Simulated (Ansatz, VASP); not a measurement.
**TlSiW2 in VASP and in Ansatz**

The input INCAR:

```
PREC = Accurate
ENCUT = 520
EDIFF = 1E-7
ISMEAR = -1
SIGMA = 0.1
LREAL = F
LASPH = T
NELM = 60
ALGO = Normal
ISIF = 2
LWAVE = F
LCHARG = F
GGA = PE
NBANDS = 55
```

File KPOINTS:

```
Automatic mesh
0
Gamma
  4 4 4
```

File POSCAR:

```
TlSiW2
1.0
    0.0000000000      0.0000000000      5.8307960000
    3.6586720000     -3.6586720000      2.9153980000
    3.6586720000      3.6586720000     -2.9153980000
Tl Si W
2 2 4
Direct
    0.2500000000      0.0000000000      0.0000000000
    0.7500000000      0.0000000000      0.0000000000
    0.7500000000      0.5000000000      0.5000000000
    0.2500000000      0.5000000000      0.5000000000
    0.6570000000      0.5000000000      0.8140000000
    0.1570000000      0.1860000000      0.5000000000
    0.3430000000      0.5000000000      0.1860000000
    0.8430000000      0.8140000000      0.5000000000
```

Input for Ansatz:

```yaml
crystal:
  lattice:
    - [0.0, 0.0, 5.830796]
    - [3.658672, -3.658672, 2.915398]
    - [3.658672, 3.658672, -2.915398]
  atoms:
    - { symbol: Tl, position: [0.25, 0.0, 0.0] }
    - { symbol: Tl, position: [0.75, 0.0, 0.0] }
    - { symbol: Si, position: [0.75, 0.5, 0.5] }
    - { symbol: Si, position: [0.25, 0.5, 0.5] }
    - { symbol: W, position: [0.657, 0.5, 0.814] }
    - { symbol: W, position: [0.157, 0.186, 0.5] }
    - { symbol: W, position: [0.343, 0.5, 0.186] }
    - { symbol: W, position: [0.843, 0.814, 0.5] }
  symmetry: { tolerance: 0.0003 }
kpoints:
  mp_grid: { grid: [4, 4, 4], shift: [0, 0, 0] }
magnetization:
  spin_polarized: false
scf:
  occupations: { method: fermi_dirac }
hamiltonian:
  pseudopotentials: { kind: paw }
  xc: pbe
basis:
  ecutwfc: 420
output:
  forces: true
  stress: true
  eigenvalues: true
```

Alike in both runs: task single point; functional PBE; k mesh 4 × 4 × 4; no spin polarisation.

|  | VASP | Ansatz |
| --- | --- | --- |
| version | VASP 6.6.1 | Ansatz 0.2.0 |
| potentials or method | VASP PAW PBE potentials, release 64 (Tl_d, Si, W_sv), cutoff 520 eV | PAW plane waves |
| occupations | fermi-dirac, width 0.1 eV | fermi-dirac |
| valence electrons in the cell | 90 | 90 |

```csv
,VASP,Ansatz,Ansatz less VASP
gap on the k mesh at the Fermi level (eV),none,none,-
pressure (GPa),13.7,13.6,-0.09
"traceless stress, the component that is largest in VASP (GPa)",16.86,16.84,-0.018
rms of the force components (eV/Å),2.258,2.252,-0.0066
```

Atom by atom the forces differ by 0.007 eV/Å (rms over components). A gap of «none» marks a metal or a gap that the smearing closes.

Neither program's run includes spin-orbit coupling.
